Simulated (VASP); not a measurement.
# Au (P6_3/mmc) in VASP: notebook, part 2 of 2

VASP 6.6.1.

**5. Single point, PBE**

This run uses another cell than the first one: it holds 4 atoms, not 8.

INCAR reads:

```
SYSTEM = Au
PREC = Accurate ; ENCUT = 500
EDIFF = 1E-6 ; ISMEAR = 0
SIGMA = 0.1 ; LREAL = .FALSE.
LASPH = .TRUE. ; NELM = 120
ALGO = Normal ; ISIF = 2
LWAVE = .FALSE. ; LCHARG = .TRUE.
GGA = PE ; LELF = .TRUE.
LVHAR = .TRUE. ; NBANDS = 30
GGA_COMPAT = .FALSE.
```

KPOINTS reads:

```
regular mesh
0
G
  6 6 2
  0 0 0
```

POSCAR reads:

```
Au
1.0
    4.6392304699      0.0000000000      0.0000000000
   -2.3196152349      4.0176914409      0.0000000000
    0.0000000000      0.0000000000      5.1877155142
Au
4
Direct
    0.0000000000      0.0000000000      0.2500000000
    0.0000000000      0.0000000000      0.7500000000
    0.3333333333      0.6666666667      0.7500000000
    0.6666666667      0.3333333333      0.2500000000
```

Potentials or basis: VASP PAW PBE potentials, release 64 (Au).

On the command line:

```
$ cat potpaw_PBE.64/Au/POTCAR > POTCAR
$ mpirun -np 1 vasp_std > vasp.out
```

OUTCAR:

```text
SYSTEM = Au
   PREC = Accurate
   ENCUT = 500
   EDIFF = 1E-6
   ISMEAR = 0
   LREAL = .FALSE.
   LASPH = .TRUE.
   NELM = 120
   ISIF = 2
   GGA = PE

 ion  position               nearest neighbor table
   1  0.000  0.000  0.250-   2 2.59   2 2.59   4 2.68   4 2.68   4 2.68
   2  0.000  0.000  0.750-   1 2.59   1 2.59   3 2.68   3 2.68   3 2.68
   3  0.333  0.667  0.750-   2 2.68   2 2.68   2 2.68
   4  0.667  0.333  0.250-   1 2.68   1 2.68   1 2.68

  LATTYP: Found a hexagonal cell.
 ALAT       =     4.6392304699
 C/A-ratio  =     1.1182275914

  Lattice vectors:

 A1 = (   4.6392304699,   0.0000000000,   0.0000000000)
 A2 = (  -2.3196152349,   4.0176914409,   0.0000000000)
 A3 = (   0.0000000000,   0.0000000000,   5.1877155142)

Analysis of symmetry for initial positions (statically):
=====================================================================
 Subroutine PRICEL returns:
 Original cell was already a primitive cell.

 Routine SETGRP: Setting up the symmetry group for a
 hexagonal supercell.

 Subroutine GETGRP returns: Found 24 space group operations
 (whereof 12 operations were pure point group operations)
 out of a pool of 24 trial point group operations.

The static configuration has the point symmetry D_3d.
 The point group associated with its full space group is D_6h.

Analysis of symmetry for dynamics (positions and initial velocities):
=====================================================================
 Subroutine PRICEL returns:
 Original cell was already a primitive cell.

 Routine SETGRP: Setting up the symmetry group for a
 hexagonal supercell.

 Subroutine GETGRP returns: Found 24 space group operations
 (whereof 12 operations were pure point group operations)
 out of a pool of 24 trial point group operations.

The dynamic configuration has the point symmetry D_3d.
 The point group associated with its full space group is D_6h.

 Subroutine INISYM returns: Found 24 space group operations
[... 109 lines left out ...]
     AMIX     =   0.40;   BMIX     =  1.00
     AMIX_MAG =   1.60;   BMIX_MAG =  1.00
  volume/ion in A,a.u.               =      24.17       163.13
  Fermi-wavevector in a.u.,A,eV,Ry     =   1.259195  2.379533 21.573001  1.585571
  Thomas-Fermi vector in A             =   2.392766
   LORBIT       =      0    0 simple, 1 ext, 2 COOP (PROOUT), +10 PAW based schemes
   GGA     = PE    functional components
   LHFCALC =     F    Hartree Fock is set to
   AEXX    =    0.0000 exact exchange contribution
   IVDW    =     0    specifies the selected vdW correction
   LEPSILON=     F    determine dielectric tensor
   LRPA    =     F    only Hartree local field effects (RPA)
 non-spin polarized calculation
 Gauss-broadening in eV      SIGMA  =   0.10
  energy-cutoff  :      500.00
  volume of cell :       96.69
 maximum number of plane-waves:      2478
 NGX is ok and might be reduce to    36

 number of electron      43.9999988 magnetization

 Free energy of the ion-electron system (eV)
  ---------------------------------------------------
  ext. energy  EPLUGINS =         0.00000000
  ---------------------------------------------------
  free energy    TOTEN  =       -10.98256435 eV

  energy without entropy =      -10.96646782  energy(sigma->0) =      -10.97451608

 E-fermi :   4.8683     XC(G=0): -10.4673

 val. band max:        4.4934933131   @ k =   0.3333   0.3333   0.5000
 cond. band min:       4.8916805626   @ k =   0.3333   0.0000   0.0000
 fundamental gap:      0.3981872494
 Fermi energy:         4.8683434425

 k-point     1 :       0.0000    0.0000    0.0000
  band No.  band energies     occupation
      1      -2.5691      2.00000
      2      -1.3069      2.00000
      3      -0.3135      2.00000
      4      -0.3135      2.00000
      5      -0.2523      2.00000
      6       0.6732      2.00000
[... 451 lines left out ...]
     29      15.8082      0.00000
     30      15.8082      0.00000

------------------------ aborting loop because EDIFF is reached ----------------------------------------

  FORCE on cell =-STRESS in cart. coord.  units (eV):
  Direction    XX          YY          ZZ          XY          YZ          ZX
  --------------------------------------------------------------------------------------
  -------------------------------------------------------------------------------------
  Total        0.0227406      0.0227406     -0.1560597      0.0000000     -0.0000000      0.0000000
  in kB        0.3768023      0.3768023     -2.5858455      0.0000000     -0.0000000      0.0000000
  external PRESSURE =      -0.6107470 kB  Pullay stress =       0.0000000 kB

 VOLUME and BASIS-vectors are now :
 -----------------------------------------------------------------------------
  energy-cutoff  :      500.00
  volume of cell :       96.69
      direct lattice vectors                 reciprocal lattice vectors
     4.639230470  0.000000000  0.000000000     0.215552990  0.124449577  0.000000000
    -2.319615235  4.017691441  0.000000000     0.000000000  0.248899154  0.000000000
     0.000000000  0.000000000  5.187715514     0.000000000  0.000000000  0.192763076

 POSITION                                       TOTAL-FORCE (eV/Angst)
 -----------------------------------------------------------------------------------
      0.00000      0.00000      1.29693         0.000000     -0.000000     -0.000000
      0.00000      0.00000      3.89079         0.000000     -0.000000     -0.000000
     -0.00000      2.67846      3.89079        -0.000000      0.000000      0.000000
      2.31962      1.33923      1.29693        -0.000000      0.000000     -0.000000
 -----------------------------------------------------------------------------------
    total drift:                               -0.000000      0.000000     -0.000000

  FREE ENERGIE OF THE ION-ELECTRON SYSTEM (eV)
  ---------------------------------------------------
  free  energy   TOTEN  =       -10.9825643476 eV

  energy  without entropy=      -10.9664678187  energy(sigma->0) =      -10.97451608
```

OSZICAR:

```text
N       E                     dE             d eps       ncg     rms          rms(c)
DAV:   1     0.253988087605E+03    0.25399E+03   -0.21276E+04   840   0.132E+03
DAV:   2    -0.547943918394E+01   -0.25947E+03   -0.24408E+03   920   0.283E+02
DAV:   3    -0.119256482839E+02   -0.64462E+01   -0.63817E+01   944   0.432E+01
DAV:   4    -0.119720973016E+02   -0.46449E-01   -0.46439E-01   924   0.397E+00
DAV:   5    -0.119727817603E+02   -0.68446E-03   -0.68446E-03   926   0.520E-01    0.124E+01
DAV:   6    -0.110250250189E+02    0.94776E+00   -0.30903E+00   894   0.126E+01    0.898E+00
DAV:   7    -0.109915392457E+02    0.33486E-01   -0.13094E-01   900   0.319E+00    0.482E+00
DAV:   8    -0.109830821272E+02    0.84571E-02   -0.18001E-02   936   0.155E+00    0.679E-01
DAV:   9    -0.109825162087E+02    0.56592E-03   -0.22627E-03   906   0.609E-01    0.823E-02
DAV:  10    -0.109825659442E+02   -0.49736E-04   -0.31998E-04   918   0.148E-01    0.426E-02
DAV:  11    -0.109825631369E+02    0.28073E-05   -0.66845E-05   890   0.102E-01    0.834E-03
DAV:  12    -0.109825642877E+02   -0.11508E-05   -0.33475E-06   840   0.195E-02    0.226E-03
DAV:  13    -0.109825643476E+02   -0.59896E-07   -0.18482E-07   486   0.346E-03
   1 F= -.10982564E+02 E0= -.10974516E+02  d E =-.160965E-01
```

Wall time 32 s (1 thread of Intel Xeon Platinum 8375C at 2.90GHz (Ice Lake), shared host); peak memory 0.22 GiB.

What came out:

- Free energy: -10.9826 eV
- Pressure: -0.1 GPa
- Band gap on the k mesh: zero (band 22 reaches 5.98 eV, above the bottom of band 23 at 3.65 eV)

Caveat: the k points lie up to 0.61 Å⁻¹ apart; spin-orbit coupling is left out, which moves the levels of the heavy elements.

**6. Relaxation of cell and atoms, PBE**

This run uses another cell than the first one: it holds 4 atoms, not 8.

INCAR reads:

```
PREC = Accurate
ENCUT = 500
EDIFF = 1E-7
ISMEAR = 0
SIGMA = 0.1
LREAL = F
LASPH = T
NELM = 120
ALGO = Normal
ISIF = 3
LWAVE = F
LCHARG = F
GGA = PE
IBRION = 2
NSW = 90
EDIFFG = -0.04
GGA_COMPAT = F
NELMIN = 4
```

KPOINTS reads:

```
regular mesh
0
Gamma
  6 6 2
```

POSCAR reads:

```
Au
1.0
    3.2130423376      0.0000000000      0.0000000000
   -1.6065211688      2.7825762878      0.0000000000
    0.0000000000      0.0000000000      8.7509689683
Au
4
Direct
    0.0000000000      0.0000000000      0.2500000000
    0.0000000000      0.0000000000      0.7500000000
    0.3333333333      0.6666666667      0.7500000000
    0.6666666667      0.3333333333      0.2500000000
```

Potentials or basis: VASP PAW PBE potentials, release 64 (Au).

On the command line:

```
$ cat potpaw_PBE.64/Au/POTCAR > POTCAR
$ mpirun -np 1 vasp_std > vasp.out
```

OUTCAR:

```text
PREC = Accurate
   ENCUT = 500
   EDIFF = 1E-7
   ISMEAR = 0
   LREAL = F
   LASPH = T
   NELM = 120
   ISIF = 3
   GGA = PE
   IBRION = 2
   NSW = 90
   EDIFFG = -0.04
   NELMIN = 4

 ion  position               nearest neighbor table
   1  0.000  0.000  0.250-   4 1.86   4 1.86   4 1.86
   2  0.000  0.000  0.750-   3 1.86   3 1.86   3 1.86
   3  0.333  0.667  0.750-   2 1.86   2 1.86   2 1.86
   4  0.667  0.333  0.250-   1 1.86   1 1.86   1 1.86

  LATTYP: Found a hexagonal cell.
 ALAT       =     3.2130423376
 C/A-ratio  =     2.7235772358

  Lattice vectors:

 A1 = (   3.2130423376,   0.0000000000,   0.0000000000)
 A2 = (  -1.6065211688,   2.7825762878,   0.0000000000)
 A3 = (   0.0000000000,   0.0000000000,   8.7509689683)

Analysis of symmetry for initial positions (statically):
=====================================================================
 Subroutine PRICEL returns:
 Original cell was already a primitive cell.

 Routine SETGRP: Setting up the symmetry group for a
 hexagonal supercell.

[... 170 lines left out ...]
  -------------------------------------------------------------------------------------
  Total      219.6849567    219.6849567     -0.6080407      0.0000000      0.0000000     -0.0000000
  in kB     4498.7434710   4498.7434710    -12.4515540      0.0000000      0.0000000     -0.0000000
  external PRESSURE =    2995.0117960 kB  Pullay stress =       0.0000000 kB
[... 25 lines left out ...]
--------------------------------------- Ionic step        2  -------------------------------------------

 number of electron      44.0000800 magnetization

------------------------ aborting loop EDIFF was not reached (unconverged)  ----------------------------

  FORCE on cell =-STRESS in cart. coord.  units (eV):
  Direction    XX          YY          ZZ          XY          YZ          ZX
  --------------------------------------------------------------------------------------
  -------------------------------------------------------------------------------------
  Total     -509.2850413   -509.2850413    -98.1111891     -0.0000000      0.0000000      0.0000000
  in kB     -788.8067966   -788.8067966   -151.9596424     -0.0000000      0.0000000      0.0000000
  external PRESSURE =    -576.5244119 kB  Pullay stress =       0.0000000 kB
[... 1712 lines left out ...]
     25       6.2862      0.00000
     26       6.2862      0.00000

[... ionic steps 4 to 23 ...]

--------------------------------------- Ionic step       24  -------------------------------------------

 number of electron      44.0000009 magnetization

------------------------ aborting loop because EDIFF is reached ----------------------------------------
[... 71 lines left out ...]
--------------------------------------- Ionic step       26  -------------------------------------------

 number of electron      44.0000011 magnetization

 Free energy of the ion-electron system (eV)
  ---------------------------------------------------
  ext. energy  EPLUGINS =         0.00000000
  ---------------------------------------------------
  free energy    TOTEN  =       -10.88403692 eV

  energy without entropy =      -10.86803237  energy(sigma->0) =      -10.87603464

 E-fermi :   4.9252     XC(G=0): -10.4947

 val. band max:        4.5475866851   @ k =   0.3333   0.3333   0.5000
 cond. band min:       4.9504954366   @ k =   0.3333   0.1667   0.0000
 fundamental gap:      0.4029087515
 Fermi energy:         4.9252329269
[... 435 lines left out ...]
  FREE ENERGIE OF THE ION-ELECTRON SYSTEM (eV)
  ---------------------------------------------------
  free  energy   TOTEN  =       -10.8840369154 eV

  energy  without entropy=      -10.8680323679  energy(sigma->0) =      -10.87603464

 reached required accuracy - stopping structural energy minimisation
```

OSZICAR:

```text
N       E                     dE             d eps       ncg     rms          rms(c)
DAV:   1     0.366976724024E+03    0.36698E+03   -0.23726E+04   736   0.158E+03
DAV:   2     0.506709916895E+02   -0.31631E+03   -0.30787E+03   810   0.362E+02
DAV:   3     0.394452858271E+02   -0.11226E+02   -0.10910E+02   832   0.655E+01
[... 482 lines left out ...]
DAV:   3    -0.108842129902E+02    0.69669E-03   -0.11975E-03   754   0.227E-01    0.137E-01
DAV:   4    -0.108840352034E+02    0.17779E-03   -0.32385E-04   742   0.123E-01    0.246E-02
DAV:   5    -0.108840348453E+02    0.35806E-06   -0.28054E-05   762   0.340E-02    0.140E-02
DAV:   6    -0.108840369579E+02   -0.21126E-05   -0.16385E-06   768   0.907E-03    0.182E-03
DAV:   7    -0.108840369154E+02    0.42434E-07   -0.50354E-08   374   0.254E-03
  26 F= -.10884037E+02 E0= -.10876035E+02  d E =-.117867E-02
```

CONTCAR:

```text
Au
   1.00000000000000
     4.6302148286397147   -0.0000000000000000   -0.0000000000000000
    -2.3151074143198573    4.0098836665896620   -0.0000000000000000
    -0.0000000000000000    0.0000000000000000    5.1825952421063590
  Au
     4
Direct
     0.0000000000000000    0.0000000000000000    0.2500000000000000
     0.0000000000000000    0.0000000000000000    0.7500000000000000
     0.3333333332999970    0.6666666667000030    0.7500000000000000
     0.6666666667000030    0.3333333332999970    0.2500000000000000

  0.00000000E+00  0.00000000E+00  0.00000000E+00
  0.00000000E+00  0.00000000E+00  0.00000000E+00
  0.00000000E+00  0.00000000E+00  0.00000000E+00
  0.00000000E+00  0.00000000E+00  0.00000000E+00
```

Run time: 9.9 min. Hardware: 1 thread of Intel Xeon Platinum 8375C at 2.90GHz (Ice Lake), shared host; peak memory 0.21 GiB.

What came out:

```yaml
Free_energy: -10.8840 eV
Relaxed_volume: 24.06 Å³/atom
Relaxed_cell: a = 4.630 Å, b = 4.630 Å, c = 5.183 Å, α = 90.00°, β = 90.00°, γ = 120.00°
Space_group_after_relaxing_to_0.05_Å: P6_3/mmc (No. 194)
Energy_gained_by_relaxing: 13140.4 meV/atom
Ionic_steps: 26
Pressure_after_relaxing: 0.0 GPa
Band_gap_on_the_k_mesh: zero (band 22 reaches 6.02 eV, above the bottom of band 23 at 3.72 eV)
```

The path:
```tsv
step	energy change (eV)	largest force (eV/Å)	pressure (GPa)	volume (Å³)
1	0.0000	0.0000	299.50	78.24
2	489.3318	0.0000	-57.65	1034.43
3	-12.3324	0.0000	-56.69	335.56
4	-48.6406	0.0000	-8.82	200.67
5	-49.4365	0.0000	-7.07	189.55
6	-50.7961	0.0000	-2.40	158.99
7	-46.1431	0.0000	39.94	115.09
8	-50.8505	0.0000	-1.52	155.69
9	-50.8759	0.0000	-0.07	151.28
10	-50.8732	0.0000	-0.67	152.99
11	-50.8789	0.0000	0.04	150.04
12	-50.8790	0.0000	-0.01	150.29
13	-50.8841	0.0000	-0.03	149.04
14	-50.9013	0.0000	-0.04	145.28
15	-50.9458	0.0000	-0.04	137.77
16	-51.1044	0.0000	0.02	122.74
17	-52.3230	0.0000	4.65	92.68
18	358.1158	0.0000	2919.35	32.51
19	-52.3524	0.0000	5.51	91.53
20	-52.3660	0.0000	7.03	89.85
21	-52.4319	0.0000	5.48	91.04
22	-52.5463	0.0000	1.49	94.67
23	-52.5604	0.0000	-0.12	96.42
24	-52.5606	0.0000	-0.27	96.59
25	-52.5611	0.0000	-0.21	96.50
26	-52.5617	0.0000	0.00	96.22
```

Final structure:
```
Au
1.0
     4.63021    0.00000    0.00000
    -2.31511    4.00988    0.00000
     0.00000    0.00000    5.18260
Au
4
Direct
  0.00000 0.00000 0.25000
  0.00000 0.00000 0.75000
  0.33333 0.66667 0.75000
  0.66667 0.33333 0.25000
```

Caveat: the k points lie up to 0.61 Å⁻¹ apart in the final cell; the volume moved by over 15 % at a fixed basis, so the end points are rough; spin-orbit coupling is left out, which moves the levels of the heavy elements.

**7. The runs side by side**

```tsv
task	cell	k mesh	cutoff (eV)	gap on the mesh (eV)	pressure (GPa)
single point	a = 2.856, b = 2.856, c = 21.237 Å, angles 90.0, 90.0, 120.0°, 8 atoms	15 × 15 × 2	520	none	-0.2
single point	a = 2.868, b = 2.868, c = 21.105 Å, angles 90.0, 90.0, 120.0°, 8 atoms	9 × 9 × 1	520	none	-0.3
single point	a = 3.213, b = 3.213, c = 8.751 Å, angles 90.0, 90.0, 120.0°, 4 atoms	6 × 6 × 2	500	none	299.5
single point	a = 4.639, b = 4.639, c = 5.188 Å, angles 90.0, 90.0, 120.0°, 4 atoms	6 × 6 × 2	500	none	-0.1
relaxation of cell and atoms	relaxed from a = 3.213, b = 3.213, c = 8.751 Å, angles 90.0, 90.0, 120.0°, 4 atoms	6 × 6 × 2	500	none	0.0
```

Alike in all rows: level PBE; potentials or basis VASP PAW PBE potentials, release 64 (Au); no spin polarisation; smearing gaussian 0.1 eV.

Caveats: some runs use coarse meshes; spin-orbit coupling is left out, which moves the levels of the heavy elements; the volume moved by over 15 % at a fixed basis, so the end points are rough (some runs).

Total energies depend on the potentials used, so only differences within one code and one set of settings carry meaning.
